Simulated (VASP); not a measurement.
# TiAl (Pm-3m) in VASP: single point with PBEsol

Aim: the single point of TiAl with PBEsol.

Everything below comes from runs of VASP 6.6.1. Logs are shortened: lines on timing, memory, paths and dates and some standing lists are left out, and cuts for length are marked.

## (1) The cell of the first run

It takes space group Pm-3m (No. 221, cubic). Conventional cell: a = 3.018 Å, b = 3.018 Å, c = 3.018 Å, α = 90.00°, β = 90.00°, γ = 90.00°. Within 3.4 Å of Ti (site symmetry m-3m) lie 8 Al at 2.61 Å and 6 Ti at 3.02 Å. Al (site symmetry m-3m) has 8 Ti at 2.61 Å and 6 Al at 3.02 Å within 3.4 Å.

## (2) Single point, PBEsol

Input file INCAR:

```
SYSTEM = TiAl
PREC     = Accurate       ! precision mode
ENCUT    = 520            ! plane-wave cutoff, eV
EDIFF    = 1E-6           ! SCF threshold, eV
ISMEAR   = 1              ! smearing method
SIGMA    = 0.1            ! smearing width, eV
LREAL    = .False.        ! projectors in reciprocal space
LASPH    = .True.         ! aspherical terms in the spheres
NELM     = 80             ! most SCF steps
ALGO     = Normal         ! electronic algorithm
ISIF     = 2              ! what is computed and relaxed
LWAVE    = .False.        ! write WAVECAR
LCHARG   = .True.         ! write CHGCAR
GGA      = PS             ! functional
LELF     = .True.         ! ELF
LVHAR    = .True.       
NBANDS   = 14             ! bands
```

Input file KPOINTS:

```
Automatic mesh
0
Gamma
  8 8 8
  0 0 0
```

Input file POSCAR:

```
TiAl
1.0
    3.0180000000      0.0000000000      0.0000000000
    0.0000000000      3.0180000000      0.0000000000
    0.0000000000      0.0000000000      3.0180000000
Ti Al
1 1
Direct
    0.5000000000      0.5000000000      0.5000000000
    0.0000000000      0.0000000000      0.0000000000
```

Potentials or basis: VASP PAW PBE potentials, release 64 (Ti_sv, Al).

Launch:

```sh
> cat potpaw_PBE.64/Ti_sv/POTCAR potpaw_PBE.64/Al/POTCAR > POTCAR
> mpirun -np 1 vasp_std > vasp.out
```

OUTCAR:

```text
SYSTEM = TiAl
   PREC = Accurate
   ENCUT = 520
   EDIFF = 1E-6
   ISMEAR = 1
   LREAL = .False.
   LASPH = .True.
   NELM = 80
   ISIF = 2
   GGA = PS

 ion  position               nearest neighbor table
   1  0.500  0.500  0.500-   2 2.61   2 2.61   2 2.61   2 2.61   2 2.61   2 2.61   2 2.61   2 2.61

   2  0.000  0.000  0.000-   1 2.61   1 2.61   1 2.61   1 2.61   1 2.61   1 2.61   1 2.61   1 2.61

  LATTYP: Found a simple cubic cell.
 ALAT       =     3.0180000000

  Lattice vectors:

 A1 = (   3.0180000000,   0.0000000000,   0.0000000000)
 A2 = (   0.0000000000,   3.0180000000,   0.0000000000)
 A3 = (   0.0000000000,   0.0000000000,   3.0180000000)

Analysis of symmetry for initial positions (statically):
=====================================================================
 Subroutine PRICEL returns:
 Original cell was already a primitive cell.

 Routine SETGRP: Setting up the symmetry group for a
 simple cubic supercell.

 Subroutine GETGRP returns: Found 48 space group operations
 (whereof 48 operations were pure point group operations)
 out of a pool of 48 trial point group operations.

The static configuration has the point symmetry O_h .

Analysis of symmetry for dynamics (positions and initial velocities):
=====================================================================
 Subroutine PRICEL returns:
 Original cell was already a primitive cell.

 Routine SETGRP: Setting up the symmetry group for a
 simple cubic supercell.

 Subroutine GETGRP returns: Found 48 space group operations
 (whereof 48 operations were pure point group operations)
 out of a pool of 48 trial point group operations.

The dynamic configuration has the point symmetry O_h .

 Subroutine INISYM returns: Found 48 space group operations
 (whereof 48 operations are pure point group operations),
 and found     1 'primitive' translations

----------------------------------------------------------------------------------------

                                     Primitive cell

  volume of cell :      27.4889

  direct lattice vectors                    reciprocal lattice vectors
     3.018000000  0.000000000  0.000000000     0.331345262  0.000000000  0.000000000
     0.000000000  3.018000000  0.000000000     0.000000000  0.331345262  0.000000000
     0.000000000  0.000000000  3.018000000     0.000000000  0.000000000  0.331345262

  length of vectors
     3.018000000  3.018000000  3.018000000     0.331345262  0.331345262  0.331345262

  position of ions in fractional coordinates (direct lattice)
     0.500000000  0.500000000  0.500000000
     0.000000000  0.000000000  0.000000000

  ion indices of the primitive-cell ions
   primitive index   ion index
                 1           1
                 2           2

----------------------------------------------------------------------------------------

 KPOINTS: Automatic mesh

Automatic generation of k-mesh.
 Grid dimensions read from file:
 generate k-points for:    8    8    8

 Generating k-lattice:

  Cartesian coordinates                     Fractional coordinates (reciprocal lattice)
     0.041418158  0.000000000  0.000000000     0.125000000  0.000000000  0.000000000
     0.000000000  0.041418158  0.000000000     0.000000000  0.125000000  0.000000000
     0.000000000  0.000000000  0.041418158     0.000000000  0.000000000  0.125000000

  Length of vectors
     0.041418158  0.041418158  0.041418158

  Shift w.r.t. Gamma in fractional coordinates (k-lattice)
     0.000000000  0.000000000  0.000000000

 Subroutine IBZKPT returns following result:
 ===========================================

 Found     35 irreducible k-points:

 Following reciprocal coordinates:
            Coordinates               Weight
  0.000000  0.000000  0.000000      1.000000
  0.125000  0.000000  0.000000      6.000000
  0.250000  0.000000  0.000000      6.000000
  0.375000  0.000000  0.000000      6.000000
  0.500000  0.000000  0.000000      3.000000
  0.125000  0.125000  0.000000     12.000000
[... 16 lines left out ...]
  0.375000  0.375000  0.125000     24.000000
  0.500000  0.375000  0.125000     24.000000
 [... further k-points ...]
   k-points           NKPTS =     35   k-points in BZ     NKDIM =     35   number of bands    NBANDS=     14
   number of dos      NEDOS =    301   number of ions     NIONS =      2
   total plane-waves  NPLWV =  13824
   dimension x,y,z NGX =    24 NGY =   24 NGZ =   24
   dimension x,y,z NGXF=    48 NGYF=   48 NGZF=   48
   ions per type =               1   1
   NGX,Y,Z   is equivalent  to a cutoff of  13.22, 13.22, 13.22 a.u.
   NGXF,Y,Z  is equivalent  to a cutoff of  26.44, 26.44, 26.44 a.u.
 SYSTEM =  TiAl
   PREC   = accura    normal or accurate (medium, high low for compatibility)
   ISTART =      0    job   : 0-new  1-cont  2-samecut
   ICHARG =      2    charge: 1-file 2-atom 10-const
   ISPIN  =      1    spin polarized calculation?
   LNONCOLLINEAR =      F non collinear calculations
   LSORBIT =      F    spin-orbit coupling
   LASPH  =      T    aspherical Exc in radial PAW
   ENCUT  =  520.0 eV  38.22 Ry    6.18 a.u.   5.61  5.61  5.61*2*pi/ulx,y,z
   NELM   =     80;   NELMIN=  2; NELMDL= -5     # of ELM steps
   EDIFF  = 0.1E-05   stopping-criterion for ELM
   LREAL  =      F    real-space projection
   EDIFFG = 0.1E-04   stopping-criterion for IOM
   NSW    =      0    number of steps for IOM
   IBRION =     -1    ionic relax: 0-MD 1-quasi-New 2-CG
   NFREE  =      0    steps in history (QN), initial steepest desc. (CG)
   ISIF   =      2    stress and relaxation
   ISYM   =      2    0-nonsym 1-usesym 2-fastsym
   POTIM  = 0.5000    time-step for ionic-motion
   TEBEG  =    0.0;   TEEND  =   0.0 temperature during run
   PSTRESS=    0.0 pullay stress
   NELECT =      15.0000    total number of electrons
   NUPDOWN=      -1.0000    fix difference up-down
   EMIN   =  10.00;   EMAX   =-10.00  energy-range for DOS
   EFERMI =   0.00;   METHOD = LEGACY
   ISMEAR =     1;   SIGMA  =   0.10  broadening in eV -4-tet -1-fermi 0-gaus
   EFERMI_NEDOS =   21; number of points for ismear=-14 and -15
   IALGO  =     38    algorithm
   IMIX   =      4    mixing-type and parameters
     AMIX     =   0.40;   BMIX     =  1.00
     AMIX_MAG =   1.60;   BMIX_MAG =  1.00
  volume/ion in A,a.u.               =      13.74        92.75
  Fermi-wavevector in a.u.,A,eV,Ry     =   1.337784  2.528045 24.349887  1.789666
  Thomas-Fermi vector in A             =   2.466306
   LORBIT       =      0    0 simple, 1 ext, 2 COOP (PROOUT), +10 PAW based schemes
   GGA     = PS    functional components
   LHFCALC =     F    Hartree Fock is set to
   AEXX    =    0.0000 exact exchange contribution
   IVDW    =     0    specifies the selected vdW correction
   LEPSILON=     F    determine dielectric tensor
   LRPA    =     F    only Hartree local field effects (RPA)
 non-spin polarized calculation
 Methfessel and Paxton  Order N= 1 SIGMA  =   0.10
  energy-cutoff  :      520.00
  volume of cell :       27.49
 maximum number of plane-waves:       756
 NGX is ok and might be reduce to    24
   NGX = 11   NGY = 11   NGZ = 11

 number of electron      14.9999999 magnetization

 Free energy of the ion-electron system (eV)
  ---------------------------------------------------
  ext. energy  EPLUGINS =         0.00000000
  ---------------------------------------------------
  free energy    TOTEN  =       -12.73066055 eV

  energy without entropy =      -12.73138831  energy(sigma->0) =      -12.73090314

 E-fermi :  10.4131     XC(G=0): -11.8851

 val. band max:       10.3476104926   @ k =   0.3750   0.1250   0.1250
 cond. band min:      10.4606076075   @ k =   0.5000   0.3750   0.2500
 fundamental gap:      0.1129971148
 Fermi energy:        10.4131298852

 k-point     1 :       0.0000    0.0000    0.0000
  band No.  band energies     occupation
      1     -45.9128      2.00000
      2     -22.1966      2.00000
      3     -22.1966      2.00000
      4     -22.1966      2.00000
      5       0.4793      2.00000
      6       8.5770      2.00000
      7       8.5770      2.00000
      8      12.5905      0.00000
      9      12.5905      0.00000
     10      12.5905      0.00000
     11      15.6707      0.00000
     12      15.6707      0.00000
     13      15.6707      0.00000
     14      20.2074      0.00000

 k-point     2 :       0.1250    0.0000    0.0000
  band No.  band energies     occupation
      1     -45.9084      2.00000
      2     -22.2425      2.00000
      3     -22.1925      2.00000
      4     -22.1925      2.00000
      5       0.7643      2.00000
      6       8.4651      2.00000
      7       8.7114      2.00000
      8      12.1334     -0.00000
      9      12.1334     -0.00000
     10      12.6282      0.00000
     11      14.7728      0.00000
     12      16.3132      0.00000
     13      16.3132      0.00000
     14      19.7420      0.00000

 k-point     3 :       0.2500    0.0000    0.0000
  band No.  band energies     occupation
      1     -45.8975      2.00000
      2     -22.3522      2.00000
      3     -22.1828      2.00000
      4     -22.1828      2.00000
      5       1.5880      2.00000
      6       7.7822      2.00000
      7       9.0687      2.00000
      8      11.3651     -0.00000
      9      11.3651     -0.00000
     10      12.7212      0.00000
     11      13.8743      0.00000
     12      17.6641      0.00000
     13      17.6641      0.00000
     14      18.6424      0.00000

 k-point     4 :       0.3750    0.0000    0.0000
  band No.  band energies     occupation
      1     -45.8867      2.00000
      2     -22.4602      2.00000
      3     -22.1731      2.00000
      4     -22.1731      2.00000
      5       2.8647      2.00000
      6       6.3045      2.00000
      7       9.4891      2.00000
      8      10.7979     -0.00000
      9      10.7979     -0.00000
     10      12.8170      0.00000
     11      13.9371      0.00000
     12      17.5530      0.00000
     13      19.2715      0.00000
     14      19.2715      0.00000

 k-point     5 :       0.5000    0.0000    0.0000
  band No.  band energies     occupation
      1     -45.8822      2.00000
      2     -22.5044      2.00000
      3     -22.1691      2.00000
      4     -22.1691      2.00000
      5       4.2442      2.00000
      6       4.7833      2.00000
      7       9.6895      2.00000
      8      10.5952     -0.02730
      9      10.5952     -0.02730
     10      12.8575      0.00000
     11      14.1521      0.00000
[... 276 lines left out ...]
 k-point    22 :       0.5000    0.2500    0.1250
  band No.  band energies     occupation
      1     -45.8634      2.00000
      2     -22.4737      2.00000
      3     -22.3090      2.00000
      4     -22.1970      2.00000
      5       4.6937      2.00000
      6       6.1515      2.00000
      7       8.9574      2.00000
      8      10.1412      2.00082
      9      11.2248     -0.00000
     10      11.5664     -0.00000
     11      14.1085      0.00000
     12      17.2803      0.00000
     13      17.9365      0.00000
     14      18.6858      0.00000

 k-point    23 :       0.3750    0.3750    0.1250
  band No.  band energies     occupation
      1     -45.8574      2.00000
      2     -22.4183      2.00000
      3     -22.4127      2.00000
      4     -22.1909      2.00000
      5       4.5781      2.00000
      6       7.4892      2.00000
      7       8.1685      2.00000
      8      10.0421      2.00000
      9      11.2738     -0.00000
     10      11.4950     -0.00000
     11      14.0998      0.00000
     12      16.0964      0.00000
     13      17.4953      0.00000
     14      18.8103      0.00000

 k-point    24 :       0.5000    0.3750    0.1250
  band No.  band energies     occupation
      1     -45.8532      2.00000
      2     -22.4569      2.00000
      3     -22.4089      2.00000
      4     -22.1866      2.00000
      5       5.0017      2.00000
      6       7.2331      2.00000
      7       8.2951      2.00000
      8       9.7562      2.00000
      9      11.4877     -0.00000
     10      11.4910     -0.00000
     11      13.9468      0.00000
     12      16.4041      0.00000
     13      16.5723      0.00000
     14      19.0245      0.00000

 [... further k-points ...]
[... 5 lines left out ...]
  --------------------------------------------------------------------------------------
  -------------------------------------------------------------------------------------
  Total        3.5455905      3.5455905      3.5455905      0.0000000      0.0000000      0.0000000
  in kB      206.6528769    206.6528769    206.6528769      0.0000000      0.0000000      0.0000000
  external PRESSURE =     206.6528769 kB  Pullay stress =       0.0000000 kB

 VOLUME and BASIS-vectors are now :
 -----------------------------------------------------------------------------
  energy-cutoff  :      520.00
  volume of cell :       27.49
      direct lattice vectors                 reciprocal lattice vectors
     3.018000000  0.000000000  0.000000000     0.331345262  0.000000000  0.000000000
     0.000000000  3.018000000  0.000000000     0.000000000  0.331345262  0.000000000
     0.000000000  0.000000000  3.018000000     0.000000000  0.000000000  0.331345262

 POSITION                                       TOTAL-FORCE (eV/Angst)
 -----------------------------------------------------------------------------------
      1.50900      1.50900      1.50900         0.000000      0.000000      0.000000
      0.00000      0.00000      0.00000         0.000000      0.000000      0.000000
 -----------------------------------------------------------------------------------
    total drift:                                0.000000     -0.000000     -0.000000

  FREE ENERGIE OF THE ION-ELECTRON SYSTEM (eV)
  ---------------------------------------------------
  free  energy   TOTEN  =       -12.7306605501 eV

  energy  without entropy=      -12.7313883084  energy(sigma->0) =      -12.73090314
```

Wall time 16 s (1 thread of Intel Xeon 8259CL, shared host); peak memory 0.14 GiB.

What came out:

- Free energy: -12.7307 eV
- Pressure: 20.7 GPa

Levels at points of the mesh, in eV from the Fermi level:
```
           k point  band 4  band 5  band 6  band 7  band 8  band 9  band 10  band 11
(0.00, 0.00, 0.00)  -32.61   -9.93   -1.84   -1.84    2.18    2.18     2.18     5.26
(0.50, 0.00, 0.00)  -32.58   -6.17   -5.63   -0.72    0.18    0.18     2.44     3.74
(0.50, 0.50, 0.00)  -32.55   -5.46   -2.07   -2.07   -1.67    0.78     0.78     3.40
(0.50, 0.50, 0.50)  -32.83   -3.60   -3.60   -3.60    1.64    3.43     3.43     3.43
```

Caveat: the PAW data sets were made with another functional, which shifts forces and pressure a little.
